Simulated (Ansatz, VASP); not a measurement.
One calculation of In3Bi, two programs

```
Bi In
1.0
     6.05252    0.00000    0.00000
     0.00000    6.05252    0.00000
     0.00000    0.00000    6.05252
Bi In
1 3
Direct
  0.00000 0.00000 0.00000
  0.50000 0.00000 0.00000
  0.00000 0.50000 0.00000
  0.00000 0.00000 0.50000
```

Alike in both runs: task electric field gradients; functional PBEsol; k mesh 7 × 7 × 7; occupations fermi-dirac, width 0.05 eV; no spin polarisation.

|  | VASP | Ansatz |
| --- | --- | --- |
| version | VASP 6.6.1 | Ansatz 0.2.0 |
| potentials or method | VASP PAW PBE potentials, release 64 (Bi_d, In_d), cutoff 520 eV | all-electron PAW with datasets made for the crystal, scalar-relativistic |

|  | VASP | Ansatz | Ansatz less VASP |
| --- | --- | --- | --- |
| pressure (GPa) | 0.0 | 0.0 | +0.04 |
| size of Vzz on the site where it differs most (V/Å²) | 205.9 | 212.7 | +6.79 |

VASP's potentials were made for PBE, not for PBEsol. Ansatz ran all-electron here, and VASP with PAW potentials.

Spin-orbit coupling is off throughout.
